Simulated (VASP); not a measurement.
# GaN (F-43m) in VASP: single point with PBE

Aim: the single point of GaN with PBE.

Everything below comes from runs of VASP 6.6.1. Logs are shortened: lines on timing, memory, paths and dates and some standing lists are left out, and cuts for length are marked.

## 1. The cell of the first run

It takes space group F-43m (No. 216, cubic). Conventional cell: a = 4.507 Å, b = 4.507 Å, c = 4.507 Å, α = 90.00°, β = 90.00°, γ = 90.00°. Ga (site symmetry -43m) has 4 N at 1.95 Å within 2.6 Å. Within 2.6 Å of N (site symmetry -43m) lie 4 Ga at 1.95 Å.

## 2. Single point, PBE

Contents of INCAR:

```
SYSTEM = GaN
ALGO = Normal ; EDIFF = 1E-6
ENCUT = 520 ; GGA = PE
ISIF = 2 ; ISMEAR = 0
LASPH = .True. ; LCHARG = .True.
LELF = .True. ; LREAL = .False.
LVHAR = .True. ; LWAVE = .False.
NBANDS = 16 ; NELM = 60
PREC = Accurate ; SIGMA = 0.01
```

Contents of KPOINTS:

```
k-points
0
Gamma
  6 6 6
  0 0 0
```

Contents of POSCAR:

```
GaN
1.0
    0.0000000000      2.2535006100      2.2535006100
    2.2535006100      0.0000000000      2.2535006100
    2.2535006100      2.2535006100      0.0000000000
Ga N
1 1
Direct
    0.0000000000      0.0000000000      0.0000000000
    0.7499999989      0.7499999989      0.7499999989
```

Potentials or basis: VASP PAW PBE potentials, release 64 (Ga_d, N).

Launch:

```console
$ cat potpaw_PBE.64/Ga_d/POTCAR potpaw_PBE.64/N/POTCAR > POTCAR
$ mpirun -np 1 vasp_std > vasp.out
```

OUTCAR:

```text
SYSTEM = GaN
   EDIFF = 1E-6
   ENCUT = 520
   GGA = PE
   ISIF = 2
   ISMEAR = 0
   LASPH = .True.
   LREAL = .False.
   NELM = 60
   PREC = Accurate

 ion  position               nearest neighbor table
   1  0.000  0.000  0.000-   2 1.95   2 1.95   2 1.95   2 1.95
   2  0.750  0.750  0.750-   1 1.95   1 1.95   1 1.95   1 1.95

  LATTYP: Found a face centered cubic cell.
 ALAT       =     4.5070012200

  Lattice vectors:

 A1 = (   0.0000000000,   2.2535006100,   2.2535006100)
 A2 = (   2.2535006100,   0.0000000000,   2.2535006100)
 A3 = (   2.2535006100,   2.2535006100,   0.0000000000)

Analysis of symmetry for initial positions (statically):
=====================================================================
 Subroutine PRICEL returns:
 Original cell was already a primitive cell.

 Routine SETGRP: Setting up the symmetry group for a
 face centered cubic supercell.

 Subroutine GETGRP returns: Found 24 space group operations
 (whereof 24 operations were pure point group operations)
 out of a pool of 48 trial point group operations.

The static configuration has the point symmetry T_d .

Analysis of symmetry for dynamics (positions and initial velocities):
=====================================================================
 Subroutine PRICEL returns:
 Original cell was already a primitive cell.

 Routine SETGRP: Setting up the symmetry group for a
 face centered cubic supercell.

 Subroutine GETGRP returns: Found 24 space group operations
 (whereof 24 operations were pure point group operations)
 out of a pool of 48 trial point group operations.

The dynamic configuration has the point symmetry T_d .

 Subroutine INISYM returns: Found 24 space group operations
 (whereof 24 operations are pure point group operations),
 and found     1 'primitive' translations

----------------------------------------------------------------------------------------

                                     Primitive cell

  volume of cell :      22.8877

  direct lattice vectors                    reciprocal lattice vectors
     0.000000000  2.253500610  2.253500610    -0.221877020  0.221877020  0.221877020
     2.253500610  0.000000000  2.253500610     0.221877020 -0.221877020  0.221877020
     2.253500610  2.253500610  0.000000000     0.221877020  0.221877020 -0.221877020

  length of vectors
     3.186931125  3.186931125  3.186931125     0.384302272  0.384302272  0.384302272

  position of ions in fractional coordinates (direct lattice)
     0.000000000  0.000000000  0.000000000
     0.749999999  0.749999999  0.749999999

  ion indices of the primitive-cell ions
   primitive index   ion index
                 1           1
                 2           2

----------------------------------------------------------------------------------------

 KPOINTS: k-points

Automatic generation of k-mesh.
 Grid dimensions read from file:
 generate k-points for:    6    6    6

 Generating k-lattice:

  Cartesian coordinates                     Fractional coordinates (reciprocal lattice)
    -0.036979503  0.036979503  0.036979503     0.166666667  0.000000000  0.000000000
     0.036979503 -0.036979503  0.036979503     0.000000000  0.166666667  0.000000000
     0.036979503  0.036979503 -0.036979503     0.000000000  0.000000000  0.166666667

  Length of vectors
     0.064050379  0.064050379  0.064050379

  Shift w.r.t. Gamma in fractional coordinates (k-lattice)
     0.000000000  0.000000000  0.000000000

 Subroutine IBZKPT returns following result:
 ===========================================

 Found     16 irreducible k-points:

 Following reciprocal coordinates:
            Coordinates               Weight
  0.000000  0.000000  0.000000      1.000000
  0.166667  0.000000  0.000000      8.000000
  0.333333  0.000000  0.000000      8.000000
  0.500000  0.000000  0.000000      4.000000
  0.166667  0.166667  0.000000      6.000000
  0.333333  0.166667  0.000000     24.000000
[... 8 lines left out ...]
 -0.333333  0.333333  0.166667     24.000000
 -0.333333  0.500000  0.166667     12.000000
   k-points           NKPTS =     16   k-points in BZ     NKDIM =     16   number of bands    NBANDS=     16
   number of dos      NEDOS =    301   number of ions     NIONS =      2
   total plane-waves  NPLWV =  13824
   dimension x,y,z NGX =    24 NGY =   24 NGZ =   24
   dimension x,y,z NGXF=    48 NGYF=   48 NGZF=   48
   ions per type =               1   1
   NGX,Y,Z   is equivalent  to a cutoff of  12.52, 12.52, 12.52 a.u.
   NGXF,Y,Z  is equivalent  to a cutoff of  25.04, 25.04, 25.04 a.u.
 SYSTEM =  GaN
   PREC   = accura    normal or accurate (medium, high low for compatibility)
   ISTART =      0    job   : 0-new  1-cont  2-samecut
   ICHARG =      2    charge: 1-file 2-atom 10-const
   ISPIN  =      1    spin polarized calculation?
   LNONCOLLINEAR =      F non collinear calculations
   LSORBIT =      F    spin-orbit coupling
   LASPH  =      T    aspherical Exc in radial PAW
   ENCUT  =  520.0 eV  38.22 Ry    6.18 a.u.   5.93  5.93  5.93*2*pi/ulx,y,z
   NELM   =     60;   NELMIN=  2; NELMDL= -5     # of ELM steps
   EDIFF  = 0.1E-05   stopping-criterion for ELM
   LREAL  =      F    real-space projection
   EDIFFG = 0.1E-04   stopping-criterion for IOM
   NSW    =      0    number of steps for IOM
   IBRION =     -1    ionic relax: 0-MD 1-quasi-New 2-CG
   NFREE  =      0    steps in history (QN), initial steepest desc. (CG)
   ISIF   =      2    stress and relaxation
   ISYM   =      2    0-nonsym 1-usesym 2-fastsym
   POTIM  = 0.5000    time-step for ionic-motion
   TEBEG  =    0.0;   TEEND  =   0.0 temperature during run
   PSTRESS=    0.0 pullay stress
   NELECT =      18.0000    total number of electrons
   NUPDOWN=      -1.0000    fix difference up-down
   EMIN   =  10.00;   EMAX   =-10.00  energy-range for DOS
   EFERMI =   0.00;   METHOD = LEGACY
   ISMEAR =     0;   SIGMA  =   0.01  broadening in eV -4-tet -1-fermi 0-gaus
   EFERMI_NEDOS =   21; number of points for ismear=-14 and -15
   IALGO  =     38    algorithm
   IMIX   =      4    mixing-type and parameters
     AMIX     =   0.40;   BMIX     =  1.00
     AMIX_MAG =   1.60;   BMIX_MAG =  1.00
  volume/ion in A,a.u.               =      11.44        77.23
  Fermi-wavevector in a.u.,A,eV,Ry     =   1.511117  2.855596 31.068543  2.283473
  Thomas-Fermi vector in A             =   2.621216
   LORBIT       =      0    0 simple, 1 ext, 2 COOP (PROOUT), +10 PAW based schemes
   GGA     = PE    functional components
   LHFCALC =     F    Hartree Fock is set to
   AEXX    =    0.0000 exact exchange contribution
   IVDW    =     0    specifies the selected vdW correction
   LEPSILON=     F    determine dielectric tensor
   LRPA    =     F    only Hartree local field effects (RPA)
 non-spin polarized calculation
 Gauss-broadening in eV      SIGMA  =   0.01
  energy-cutoff  :      520.00
  volume of cell :       22.89
 maximum number of plane-waves:       636
   NGX = 11   NGY = 11   NGZ = 11

 number of electron      18.0000004 magnetization

 Free energy of the ion-electron system (eV)
  ---------------------------------------------------
  ext. energy  EPLUGINS =         0.00000000
  ---------------------------------------------------
  free energy    TOTEN  =       -12.13868317 eV

  energy without entropy =      -12.13868317  energy(sigma->0) =      -12.13868317

 E-fermi :   5.3505     XC(G=0): -11.6658

 val. band max:        5.2861883198   @ k =   0.0000   0.0000   0.0000
 cond. band min:       7.0085718792   @ k =   0.0000   0.0000   0.0000
 fundamental gap:      1.7223835594
 Fermi energy:         5.3504922574

 k-point     1 :       0.0000    0.0000    0.0000
  band No.  band energies     occupation
      1     -10.6487      2.00000
      2      -8.1602      2.00000
      3      -8.1602      2.00000
      4      -8.1602      2.00000
      5      -7.8408      2.00000
      6      -7.8408      2.00000
[... 8 lines left out ...]
     15      24.1376      0.00000
     16      24.1376      0.00000

 k-point     2 :       0.1667    0.0000    0.0000
  band No.  band energies     occupation
      1     -10.3647      2.00000
      2      -8.1263      2.00000
      3      -8.1263      2.00000
      4      -8.0328      2.00000
      5      -7.8422      2.00000
      6      -7.8422      2.00000
[... 8 lines left out ...]
     15      22.1957      0.00000
     16      22.1957      0.00000

 k-point     3 :       0.3333    0.0000    0.0000
  band No.  band energies     occupation
      1      -9.8932      2.00000
      2      -8.0813      2.00000
      3      -8.0813      2.00000
      4      -7.8199      2.00000
      5      -7.8199      2.00000
      6      -7.3705      2.00000
[... 8 lines left out ...]
     15      22.9546      0.00000
     16      22.9546      0.00000

 k-point     4 :       0.5000    0.0000    0.0000
  band No.  band energies     occupation
      1      -9.7411      2.00000
      2      -8.0727      2.00000
      3      -8.0727      2.00000
      4      -7.7936      2.00000
      5      -7.7936      2.00000
      6      -6.5943      2.00000
[... 8 lines left out ...]
     15      24.9466      0.00000
     16      24.9466      0.00000
[... 172 lines left out ...]
 k-point    14 :       0.5000    0.3333    0.1667
  band No.  band energies     occupation
      1      -9.6738      2.00000
      2      -8.0254      2.00000
      3      -8.0040      2.00000
      4      -7.8992      2.00000
      5      -7.8040      2.00000
      6      -6.7207      2.00000
[... 8 lines left out ...]
     15      25.1724      0.00000
     16      27.6884      0.00000

 k-point    15 :      -0.3333    0.3333    0.1667
  band No.  band energies     occupation
      1      -9.6025      2.00000
      2      -8.0393      2.00000
      3      -7.9735      2.00000
      4      -7.8638      2.00000
      5      -7.8176      2.00000
      6      -6.1002      2.00000
[... 8 lines left out ...]
     15      24.1693      0.00000
     16      28.0969      0.00000

 k-point    16 :      -0.3333    0.5000    0.1667
  band No.  band energies     occupation
      1      -9.5686      2.00000
      2      -8.0298      2.00000
      3      -7.9568      2.00000
      4      -7.8489      2.00000
      5      -7.8011      2.00000
      6      -5.9540      2.00000
[... 8 lines left out ...]
     15      25.9503      0.00000
     16      28.3027      0.00000

------------------------ aborting loop because EDIFF is reached ----------------------------------------

  FORCE on cell =-STRESS in cart. coord.  units (eV):
  Direction    XX          YY          ZZ          XY          YZ          ZX
  --------------------------------------------------------------------------------------
  -------------------------------------------------------------------------------------
  Total        0.7213675      0.7213675      0.7213675     -0.0000000     -0.0000000      0.0000000
  in kB       50.4968284     50.4968284     50.4968284     -0.0000000     -0.0000000      0.0000000
  external PRESSURE =      50.4968284 kB  Pullay stress =       0.0000000 kB

 VOLUME and BASIS-vectors are now :
 -----------------------------------------------------------------------------
  energy-cutoff  :      520.00
  volume of cell :       22.89
      direct lattice vectors                 reciprocal lattice vectors
     0.000000000  2.253500610  2.253500610    -0.221877020  0.221877020  0.221877020
     2.253500610  0.000000000  2.253500610     0.221877020 -0.221877020  0.221877020
     2.253500610  2.253500610  0.000000000     0.221877020  0.221877020 -0.221877020

 POSITION                                       TOTAL-FORCE (eV/Angst)
 -----------------------------------------------------------------------------------
      0.00000      0.00000      0.00000        -0.000000      0.000000     -0.000000
      3.38025      3.38025      3.38025         0.000000     -0.000000      0.000000
 -----------------------------------------------------------------------------------
    total drift:                                0.000001      0.000001      0.000001

  FREE ENERGIE OF THE ION-ELECTRON SYSTEM (eV)
  ---------------------------------------------------
  free  energy   TOTEN  =       -12.1386831722 eV

  energy  without entropy=      -12.1386831722  energy(sigma->0) =      -12.13868317
```

Run time: 7.8 s. Hardware: 1 thread of AMD EPYC 7R43 (Zen 3), shared host; peak memory 0.1 GiB.

What came out:

| Item | Value |
| --- | --- |
| Free energy | -12.1387 eV |
| Pressure | 5.0 GPa |
| Band gap on the k mesh | 1.72 eV, direct |

Levels at points of the mesh, in eV from the valence-band top:
```csv
k point,band 6,band 7,band 8,band 9,band 10,band 11,band 12,band 13
"(0.00, 0.00, 0.00)",-13.13,0.00,0.00,0.00,1.72,10.30,10.30,10.30
"(0.50, 0.00, 0.00)",-11.88,-7.04,-0.97,-0.97,4.64,8.73,10.36,10.36
"(0.50, 0.50, 0.00)",-11.46,-6.12,-2.70,-2.70,3.35,6.66,11.71,13.96
```

Expect the measured gap to be larger: semilocal functionals such as PBE lack the derivative discontinuity.
